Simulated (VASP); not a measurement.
# Mn (P6_3/mmc) in VASP: further runs

Runs on Mn. Level: PBEsol. Tasks: single point.

Everything below comes from runs of VASP 6.6.1. Logs are shortened: lines on timing, memory, paths and dates and some standing lists are left out, and cuts for length are marked.

## Step 1: The cell of the first run

The structure is hexagonal, space group P6_3/mmc (No. 194). The conventional cell has a = 2.484 Å, b = 2.484 Å, c = 4.087 Å, α = 90.00°, β = 90.00°, γ = 120.00°. Within 3.3 Å of Mn (site symmetry -6m2) lie 12 Mn at 2.48 to 2.50 Å.

## Step 2: Single point, PBEsol (strain +0.000 along x and y, +0.015 along z)

Contents of INCAR:

```
SYSTEM = Mn
ALGO     = Fast           ! electronic algorithm
EDIFF    = 1E-6           ! SCF threshold, eV
ENCUT    = 520            ! plane-wave cutoff, eV
GGA      = PS             ! functional
ISIF     = 2              ! what is computed and relaxed
ISMEAR   = 0              ! smearing method
LASPH    = .True.         ! aspherical terms in the spheres
LCHARG   = .False.        ! write CHGCAR
LREAL    = .False.        ! projectors in reciprocal space
LWAVE    = .False.        ! write WAVECAR
NBANDS   = 20             ! bands
NELM     = 100            ! most SCF steps
PREC     = Accurate       ! precision mode
SIGMA    = 0.15           ! smearing width, eV
```

Contents of KPOINTS:

```
k-points
0
Gamma
  21 21 12
  0 0 0
```

Contents of POSCAR:

```
Mn
1.0
    2.4836457705      0.0000000000      0.0000000000
   -1.2418228852      2.1509003313      0.0000000000
    0.0000000000      0.0000000000      4.0865879250
Mn
2
Direct
    0.6666666667      0.3333333333      0.7500000000
    0.3333333333      0.6666666667      0.2500000000
```

Potentials or basis: VASP PAW PBE potentials, release 64 (Mn_pv).

Launch:

```sh
$ cat potpaw_PBE.64/Mn_pv/POTCAR > POTCAR
$ mpirun -np 1 vasp_std > vasp.out
```

OUTCAR:

```text
SYSTEM = Mn
   EDIFF = 1E-6
   ENCUT = 520
   GGA = PS
   ISIF = 2
   ISMEAR = 0
   LASPH = .True.
   LREAL = .False.
   NELM = 100
   PREC = Accurate

 ion  position               nearest neighbor table
   1  0.667  0.333  0.750-   2 2.50   2 2.50   2 2.50   2 2.50   2 2.50   2 2.50
   2  0.333  0.667  0.250-   1 2.50   1 2.50   1 2.50   1 2.50   1 2.50   1 2.50

  LATTYP: Found a hexagonal cell.
 ALAT       =     2.4836457705
 C/A-ratio  =     1.6453988622

  Lattice vectors:

 A1 = (   2.4836457705,   0.0000000000,   0.0000000000)
 A2 = (  -1.2418228852,   2.1509003313,   0.0000000000)
 A3 = (   0.0000000000,   0.0000000000,   4.0865879250)

Analysis of symmetry for initial positions (statically):
=====================================================================
 Subroutine PRICEL returns:
 Original cell was already a primitive cell.

 Routine SETGRP: Setting up the symmetry group for a
 hexagonal supercell.

 Subroutine GETGRP returns: Found 24 space group operations
 (whereof 12 operations were pure point group operations)
 out of a pool of 24 trial point group operations.

The static configuration has the point symmetry D_3d.
 The point group associated with its full space group is D_6h.

Analysis of symmetry for dynamics (positions and initial velocities):
=====================================================================
 Subroutine PRICEL returns:
 Original cell was already a primitive cell.

 Routine SETGRP: Setting up the symmetry group for a
 hexagonal supercell.

 Subroutine GETGRP returns: Found 24 space group operations
 (whereof 12 operations were pure point group operations)
 out of a pool of 24 trial point group operations.

The dynamic configuration has the point symmetry D_3d.
 The point group associated with its full space group is D_6h.

 Subroutine INISYM returns: Found 24 space group operations
 (whereof 12 operations are pure point group operations),
 and found     1 'primitive' translations

----------------------------------------------------------------------------------------

                                     Primitive cell

  volume of cell :      21.8309

  direct lattice vectors                    reciprocal lattice vectors
     2.483645770  0.000000000  0.000000000     0.402633907  0.232460795  0.000000000
    -1.241822885  2.150900331  0.000000000     0.000000000  0.464921589  0.000000000
     0.000000000  0.000000000  4.086587925     0.000000000  0.000000000  0.244702920
[... 76 lines left out ...]
   ISTART =      0    job   : 0-new  1-cont  2-samecut
   ICHARG =      2    charge: 1-file 2-atom 10-const
   ISPIN  =      1    spin polarized calculation?
   LNONCOLLINEAR =      F non collinear calculations
   LSORBIT =      F    spin-orbit coupling
   LASPH  =      T    aspherical Exc in radial PAW
   ENCUT  =  520.0 eV  38.22 Ry    6.18 a.u.   4.62  4.62  7.60*2*pi/ulx,y,z
   NELM   =    100;   NELMIN=  2; NELMDL= -5     # of ELM steps
   EDIFF  = 0.1E-05   stopping-criterion for ELM
   LREAL  =      F    real-space projection
   EDIFFG = 0.1E-04   stopping-criterion for IOM
   NSW    =      0    number of steps for IOM
   IBRION =     -1    ionic relax: 0-MD 1-quasi-New 2-CG
   NFREE  =      0    steps in history (QN), initial steepest desc. (CG)
   ISIF   =      2    stress and relaxation
   ISYM   =      2    0-nonsym 1-usesym 2-fastsym
   POTIM  = 0.5000    time-step for ionic-motion
   TEBEG  =    0.0;   TEEND  =   0.0 temperature during run
   PSTRESS=    0.0 pullay stress
   NELECT =      26.0000    total number of electrons
   NUPDOWN=      -1.0000    fix difference up-down
   EMIN   =  10.00;   EMAX   =-10.00  energy-range for DOS
   EFERMI =   0.00;   METHOD = LEGACY
   ISMEAR =     0;   SIGMA  =   0.15  broadening in eV -4-tet -1-fermi 0-gaus
   EFERMI_NEDOS =   21; number of points for ismear=-14 and -15
   IALGO  =     68    algorithm
   IMIX   =      4    mixing-type and parameters
     AMIX     =   0.40;   BMIX     =  1.00
     AMIX_MAG =   1.60;   BMIX_MAG =  1.00
  volume/ion in A,a.u.               =      10.92        73.66
  Fermi-wavevector in a.u.,A,eV,Ry     =   1.735304  3.279250 40.970973  3.011282
  Thomas-Fermi vector in A             =   2.808935
   LORBIT       =      0    0 simple, 1 ext, 2 COOP (PROOUT), +10 PAW based schemes
   GGA     = PS    functional components
   LHFCALC =     F    Hartree Fock is set to
   AEXX    =    0.0000 exact exchange contribution
   IVDW    =     0    specifies the selected vdW correction
   LEPSILON=     F    determine dielectric tensor
   LRPA    =     F    only Hartree local field effects (RPA)
 non-spin polarized calculation
 RMM-DIIS sequential band-by-band and
 Gauss-broadening in eV      SIGMA  =   0.15
  energy-cutoff  :      520.00
  volume of cell :       21.83
 maximum number of plane-waves:       606
   NGX =  9   NGY =  9   NGZ = 15

 number of electron      26.0000030 magnetization

 Free energy of the ion-electron system (eV)
  ---------------------------------------------------
  ext. energy  EPLUGINS =         0.00000000
  ---------------------------------------------------
  free energy    TOTEN  =       -19.36564502 eV

  energy without entropy =      -19.33407422  energy(sigma->0) =      -19.34985962

 E-fermi :   9.9899     XC(G=0): -14.0929

 val. band max:        9.9894843428   @ k =   0.2857   0.1905   0.5000
 cond. band min:       9.9908899318   @ k =   0.4286   0.0000   0.1667
 fundamental gap:      0.0014055890
 Fermi energy:         9.9899359634

 k-point     1 :       0.0000    0.0000    0.0000
  band No.  band energies     occupation
      1     -38.1151      2.00000
      2     -37.4665      2.00000
      3     -37.4665      2.00000
      4     -37.3985      2.00000
      5     -37.3744      2.00000
      6     -37.3744      2.00000
[... 541 lines left out ...]
     19      18.9998      0.00000
     20      25.0512      0.00000

 [... further k-points ...]
[... 5 lines left out ...]
  --------------------------------------------------------------------------------------
  -------------------------------------------------------------------------------------
  Total       -1.8202940     -1.8202940     -2.6175190     -0.0000000      0.0000000      0.0000000
  in kB     -133.5922688   -133.5922688   -192.1010023     -0.0000000      0.0000000      0.0000000
  external PRESSURE =    -153.0951800 kB  Pullay stress =       0.0000000 kB

 VOLUME and BASIS-vectors are now :
 -----------------------------------------------------------------------------
  energy-cutoff  :      520.00
  volume of cell :       21.83
      direct lattice vectors                 reciprocal lattice vectors
     2.483645770  0.000000000  0.000000000     0.402633907  0.232460795  0.000000000
    -1.241822885  2.150900331  0.000000000     0.000000000  0.464921589  0.000000000
     0.000000000  0.000000000  4.086587925     0.000000000  0.000000000  0.244702920

 POSITION                                       TOTAL-FORCE (eV/Angst)
 -----------------------------------------------------------------------------------
      1.24182      0.71697      3.06494        -0.000000     -0.000000      0.000000
     -0.00000      1.43393      1.02165         0.000000      0.000000      0.000000
 -----------------------------------------------------------------------------------
    total drift:                               -0.000000      0.000000     -0.000000

  FREE ENERGIE OF THE ION-ELECTRON SYSTEM (eV)
  ---------------------------------------------------
  free  energy   TOTEN  =       -19.3656450249 eV

  energy  without entropy=      -19.3340742156  energy(sigma->0) =      -19.34985962
```

stdout:

```text
POSCAR found type information on POSCAR Mn
 POSCAR found :  1 types and       2 ions
 scaLAPACK will be used
 -----------------------------------------------------------------------------
|                                                                             |
|                                                                             |
|     You enforced a specific xc type in the INCAR file but a different       |
|     I HOPE YOU KNOW WHAT YOU ARE DOING!                                     |
|                                                                             |
 -----------------------------------------------------------------------------

 LDA part: xc-table for (Slater+PW92), standard interpolation
 POSCAR, INCAR and KPOINTS ok, starting setup
 FFT: planning ... GRIDC
 FFT: planning ... GRID_SOFT
 FFT: planning ... GRID
 WAVECAR not read
 entering main loop
```

Run time: 2.8 min. Hardware: 1 thread of Intel Xeon Platinum 8375C at 2.90GHz (Ice Lake), shared host; peak memory 0.22 GiB.

Results:

```
Free energy            : -19.3656 eV
Pressure               : -15.3 GPa
Band gap on the k mesh : zero (band 13 reaches 10.95 eV, above the bottom of band 14 at 9.02 eV)
```

Stress tensor (GPa, compression positive):
```
-13.36   0.00   0.00
  0.00 -13.36   0.00
  0.00   0.00 -19.21
```

Caveat: the cell differs from its parent crystal (strain +0.000 along x and y, +0.015 along z); the PAW data sets were made with another functional, which shifts forces and pressure a little; the run has no spin polarisation, though such a crystal can be magnetic. Spin polarisation is off, so any magnetic state and its effect on volume and gap are missing.

## Step 3: Single point, PBEsol (strain +0.000 along x and y, +0.030 along z)

Contents of INCAR:

```
SYSTEM = Mn
ALGO = Fast
EDIFF = 1E-6
ENCUT = 520
GGA = PS
ISIF = 2
ISMEAR = 0
LASPH = .True.
LCHARG = .False.
LREAL = .False.
LWAVE = .False.
NBANDS = 20
NELM = 60
PREC = Accurate
SIGMA = 0.15
```

KPOINTS is that of step 2.

POSCAR, as its differences from that of step 2:

```diff
@@ -4,3 +4,3 @@
    -1.2418228852      2.1509003313      0.0000000000
-    0.0000000000      0.0000000000      4.0865879250
+    0.0000000000      0.0000000000      4.1469808500
 Mn
```

Potentials or basis: VASP PAW PBE potentials, release 64 (Mn_pv).

Launch:

```sh
$ cat potpaw_PBE.64/Mn_pv/POTCAR > POTCAR
$ mpirun -np 1 vasp_std > vasp.out
```

Wall time 2.6 min (1 thread of Intel Xeon Platinum 8375C at 2.90GHz (Ice Lake), shared host); peak memory 0.22 GiB.

Results (log left out):

* Free energy: -19.3209 eV
* Pressure: -18.6 GPa
* Band gap on the k mesh: zero (band 13 reaches 10.73 eV, above the bottom of band 14 at 8.87 eV)

Stress tensor (GPa, compression positive):
```
-15.21   0.00   0.00
  0.00 -15.21   0.00
  0.00   0.00 -25.47
```

Levels at points of the mesh, in eV from the Fermi level:
| k point | band 10 | band 11 | band 12 | band 13 | band 14 | band 15 | band 16 | band 17 |
| --- | --- | --- | --- | --- | --- | --- | --- | --- |
| (0.00, 0.00, 0.00) | -0.90 | -0.90 | -0.50 | -0.50 | 0.16 | 0.16 | 0.30 | 1.51 |
| (0.00, 0.00, 0.50) | -1.65 | -0.94 | -0.94 | -0.94 | -0.94 | 1.11 | 1.11 | 1.11 |

Caveat: the cell differs from its parent crystal (strain +0.000 along x and y, +0.030 along z); the PAW data sets were made with another functional, which shifts forces and pressure a little; the run has no spin polarisation, though such a crystal can be magnetic. Spin polarisation is off, so any magnetic state and its effect on volume and gap are missing.

(Continued in part 2 of 2.)
